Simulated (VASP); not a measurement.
# Na (I4/mmm) in VASP: single point with LDA

Aim: the single point of Na with LDA.

All numbers are computed with VASP 6.6.1; they aren't measurements. Logs are shortened: lines on timing, memory, paths and dates and some standing lists are left out, and cuts for length are marked.

## Step 1: The cell of the first run

The structure is tetragonal, space group I4/mmm (No. 139). The conventional cell has a = 3.621 Å, b = 3.621 Å, c = 5.084 Å, α = 90.00°, β = 90.00°, γ = 90.00°. Within 4.7 Å of Na (site symmetry 4/mmm) lie 12 Na at 3.61 to 3.62 Å.

## Step 2: Single point, LDA

Contents of INCAR:

```
PREC = Accurate
ENCUT = 520
EDIFF = 1E-7
ISMEAR = 0
SIGMA = 0.15
LREAL = F
LASPH = T
NELM = 80
ALGO = Fast
ISIF = 2
LWAVE = F
LCHARG = F
NBANDS = 14
```

Contents of KPOINTS:

```
regular mesh
0
Gamma
  12 12 10
```

Contents of POSCAR:

```
Na
1.0
    0.0000000000     -3.6205084948      0.0000000000
   -3.6205084948      0.0000000000      0.0000000000
    0.0000000000      0.0000000000     -5.0841636952
Na
2
Direct
    0.5000000000      0.5000000000      0.5000000000
    0.0000000000      0.0000000000      0.0000000000
```

Potentials or basis: VASP PAW LDA potentials, release 64 (Na_pv).

Run with:

```
$ cat potpaw_LDA.64/Na_pv/POTCAR > POTCAR
$ mpirun -np 1 vasp_std > vasp.out
```

OUTCAR:

```text
PREC = Accurate
   ENCUT = 520
   EDIFF = 1E-7
   ISMEAR = 0
   LREAL = F
   LASPH = T
   NELM = 80
   ISIF = 2

 ion  position               nearest neighbor table
   1  0.500  0.500  0.500-
   2  0.000  0.000  0.000-

  LATTYP: Found a simple tetragonal cell.
 ALAT       =     3.6205084948
 C/A-ratio  =     1.4042678542

  Lattice vectors:

 A1 = (   0.0000000000,  -3.6205084948,   0.0000000000)
 A2 = (  -3.6205084948,   0.0000000000,   0.0000000000)
 A3 = (   0.0000000000,   0.0000000000,  -5.0841636952)

Analysis of symmetry for initial positions (statically):
=====================================================================
 Subroutine PRICEL returns following result:

  LATTYP: Found a body centered tetragonal cell.
 ALAT       =     3.6205084948
 C/A-ratio  =     1.4042678542

  Lattice vectors:

 A1 = (   1.8102542474,   1.8102542474,   2.5420818476)
 A2 = (  -1.8102542474,  -1.8102542474,   2.5420818476)
 A3 = (   1.8102542474,  -1.8102542474,  -2.5420818476)

   2 primitive cells build up your supercell.

 Routine SETGRP: Setting up the symmetry group for a
 simple tetragonal supercell.

 Subroutine GETGRP returns: Found 16 space group operations
 (whereof 16 operations were pure point group operations)
 out of a pool of 16 trial point group operations.

The static configuration has the point symmetry D_4h.

Analysis of symmetry for dynamics (positions and initial velocities):
=====================================================================
 Subroutine PRICEL returns following result:

  LATTYP: Found a body centered tetragonal cell.
 ALAT       =     3.6205084948
 C/A-ratio  =     1.4042678542

  Lattice vectors:

 A1 = (   1.8102542474,   1.8102542474,   2.5420818476)
 A2 = (  -1.8102542474,  -1.8102542474,   2.5420818476)
 A3 = (   1.8102542474,  -1.8102542474,  -2.5420818476)

   2 primitive cells build up your supercell.

 Routine SETGRP: Setting up the symmetry group for a
 simple tetragonal supercell.

 Subroutine GETGRP returns: Found 16 space group operations
 (whereof 16 operations were pure point group operations)
 out of a pool of 16 trial point group operations.

The dynamic configuration has the point symmetry D_4h.
[... 95 lines left out ...]
   ENCUT  =  520.0 eV  38.22 Ry    6.18 a.u.   6.73  6.73  9.45*2*pi/ulx,y,z
   NELM   =     80;   NELMIN=  2; NELMDL= -5     # of ELM steps
   EDIFF  = 0.1E-06   stopping-criterion for ELM
   LREAL  =      F    real-space projection
   EDIFFG = 0.1E-05   stopping-criterion for IOM
   NSW    =      0    number of steps for IOM
   IBRION =     -1    ionic relax: 0-MD 1-quasi-New 2-CG
   NFREE  =      0    steps in history (QN), initial steepest desc. (CG)
   ISIF   =      2    stress and relaxation
   ISYM   =      2    0-nonsym 1-usesym 2-fastsym
   POTIM  = 0.5000    time-step for ionic-motion
   TEBEG  =    0.0;   TEEND  =   0.0 temperature during run
   PSTRESS=    0.0 pullay stress
   NELECT =      14.0000    total number of electrons
   NUPDOWN=      -1.0000    fix difference up-down
   EMIN   =  10.00;   EMAX   =-10.00  energy-range for DOS
   EFERMI =   0.00;   METHOD = LEGACY
   ISMEAR =     0;   SIGMA  =   0.15  broadening in eV -4-tet -1-fermi 0-gaus
   EFERMI_NEDOS =   21; number of points for ismear=-14 and -15
   IALGO  =     68    algorithm
   IMIX   =      4    mixing-type and parameters
     AMIX     =   0.40;   BMIX     =  1.00
     AMIX_MAG =   1.60;   BMIX_MAG =  1.00
  volume/ion in A,a.u.               =      33.32       224.87
  Fermi-wavevector in a.u.,A,eV,Ry     =   0.973191  1.839064 12.886080  0.947100
  Thomas-Fermi vector in A             =   2.103550
   LORBIT       =      0    0 simple, 1 ext, 2 COOP (PROOUT), +10 PAW based schemes
   GGA     = CA    functional components
   LHFCALC =     F    Hartree Fock is set to
   AEXX    =    0.0000 exact exchange contribution
   IVDW    =     0    specifies the selected vdW correction
   LEPSILON=     F    determine dielectric tensor
   LRPA    =     F    only Hartree local field effects (RPA)
 non-spin polarized calculation
 RMM-DIIS sequential band-by-band and
 Gauss-broadening in eV      SIGMA  =   0.15
  energy-cutoff  :      520.00
  volume of cell :       66.64
 maximum number of plane-waves:      1844
 NGX is ok and might be reduce to    28
   NGX = 13   NGY = 13   NGZ = 19

 number of electron      14.0000009 magnetization

 Free energy of the ion-electron system (eV)
  ---------------------------------------------------
  ext. energy  EPLUGINS =         0.00000000
  ---------------------------------------------------
  free energy    TOTEN  =        -2.91573042 eV

  energy without entropy =       -2.90521199  energy(sigma->0) =       -2.91047121

 E-fermi :   0.4704     XC(G=0):  -7.0337

 val. band max:        0.4621897065   @ k =   0.4167   0.3333   0.2000
 cond. band min:       0.4807634636   @ k =   0.4167   0.0833   0.5000
 fundamental gap:      0.0185737571
 Fermi energy:         0.4703688237

 k-point     1 :       0.0000    0.0000    0.0000
  band No.  band energies     occupation
      1     -24.4354      2.00000
      2     -24.4054      2.00000
      3     -24.4054      2.00000
      4     -24.3861      2.00000
      5     -24.3860      2.00000
      6     -24.3860      2.00000
      7      -3.0421      2.00000
      8       2.4117      0.00000
      9       2.9771      0.00000
     10       7.0189      0.00000
     11       8.0384      0.00000
     12       8.0384      0.00000
     13      10.2541      0.00000
     14      12.1550      0.00000
[... 377 lines left out ...]
      1     -24.4303      2.00000
      2     -24.4281      2.00000
      3     -24.4093      2.00000
      4     -24.4043      2.00000
      5     -24.4030      2.00000
      6     -24.4015      2.00000
      7       0.2378      1.97166
      8       2.0363      0.00000
      9       3.8771      0.00000
     10       5.3009      0.00000
     11       5.6200      0.00000
     12       6.6993      0.00000
     13       6.9602      0.00000
     14       8.1656      0.00000

 [... further k-points ...]
[... 5 lines left out ...]
  --------------------------------------------------------------------------------------
  -------------------------------------------------------------------------------------
  Total       -0.0150943     -0.0150943     -0.0478047      0.0000000     -0.0000000     -0.0000000
  in kB       -0.3628818     -0.3628818     -1.1492719      0.0000000     -0.0000000     -0.0000000
  external PRESSURE =      -0.6250118 kB  Pullay stress =       0.0000000 kB

 VOLUME and BASIS-vectors are now :
 -----------------------------------------------------------------------------
  energy-cutoff  :      520.00
  volume of cell :       66.64
      direct lattice vectors                 reciprocal lattice vectors
     0.000000000 -3.620508495  0.000000000     0.000000000 -0.276204296  0.000000000
    -3.620508495  0.000000000  0.000000000    -0.276204296  0.000000000  0.000000000
     0.000000000  0.000000000 -5.084163695     0.000000000  0.000000000 -0.196689182

 POSITION                                       TOTAL-FORCE (eV/Angst)
 -----------------------------------------------------------------------------------
     -1.81025     -1.81025     -2.54208        -0.000000      0.000000      0.000000
      0.00000      0.00000      0.00000         0.000000     -0.000000     -0.000000
 -----------------------------------------------------------------------------------
    total drift:                               -0.000000     -0.000000     -0.000000

  FREE ENERGIE OF THE ION-ELECTRON SYSTEM (eV)
  ---------------------------------------------------
  free  energy   TOTEN  =        -2.9157304230 eV

  energy  without entropy=       -2.9052119876  energy(sigma->0) =       -2.91047121
```

OSZICAR:

```text
N       E                     dE             d eps       ncg     rms          rms(c)
DAV:   1     0.102088553088E+03    0.10209E+03   -0.75809E+03  4728   0.966E+02
DAV:   2     0.985611889126E+00   -0.10110E+03   -0.99798E+02  4908   0.282E+02
DAV:   3    -0.286674103307E+01   -0.38524E+01   -0.38481E+01  6000   0.623E+01
DAV:   4    -0.291904121768E+01   -0.52300E-01   -0.52298E-01  5130   0.768E+00
DAV:   5    -0.292021425785E+01   -0.11730E-02   -0.11730E-02  5946   0.116E+00    0.292E-01
RMM:   6    -0.291739776211E+01    0.28165E-02   -0.12127E-03  5962   0.406E-01    0.189E-01
RMM:   7    -0.291572651735E+01    0.16712E-02   -0.16066E-03  6022   0.388E-01    0.310E-02
RMM:   8    -0.291571682221E+01    0.96951E-05   -0.43671E-04  5847   0.365E-01    0.580E-03
RMM:   9    -0.291572692911E+01   -0.10107E-04   -0.11033E-04  6893   0.124E-01    0.467E-03
RMM:  10    -0.291572981794E+01   -0.28888E-05   -0.34414E-05  6210   0.103E-01    0.397E-03
RMM:  11    -0.291572975273E+01    0.65206E-07   -0.11930E-05  6347   0.437E-02    0.384E-04
RMM:  12    -0.291573021388E+01   -0.46115E-06   -0.46116E-06  5617   0.297E-02    0.841E-04
RMM:  13    -0.291573040867E+01   -0.19479E-06   -0.81640E-07  3991   0.124E-02    0.159E-03
RMM:  14    -0.291573057101E+01   -0.16234E-06   -0.17683E-07  2965   0.636E-03    0.218E-03
RMM:  15    -0.291573042979E+01    0.14121E-06   -0.18295E-07  2708   0.585E-03    0.147E-03
RMM:  16    -0.291573042303E+01    0.67603E-08   -0.30176E-08  2463   0.207E-03
   1 F= -.29157304E+01 E0= -.29104712E+01  d E =-.105184E-01
```

stdout:

```text
POSCAR found type information on POSCAR Na
 POSCAR found :  1 types and       2 ions
 scaLAPACK will be used
 LDA part: xc-table for (Slater(with rela. corr.)+CA(PZ))
 , standard interpolation
 POSCAR, INCAR and KPOINTS ok, starting setup
 FFT: planning ... GRIDC
 FFT: planning ... GRID_SOFT
 FFT: planning ... GRID
 WAVECAR not read
 entering main loop
 num prob RMM:  16    -0.291573042303E+01    0.67603E-08   -0.30176E-08  2463   0.207E-03
```

It took 50 s on 1 thread of Intel Xeon 6975P-C (Granite Rapids), shared host; peak memory 0.22 GiB.

Results:

```yaml
Free_energy: -2.9157 eV
Pressure: -0.1 GPa
Band_gap_on_the_k_mesh: zero (bands 7 and 8 overlap by 5.17 eV)
```
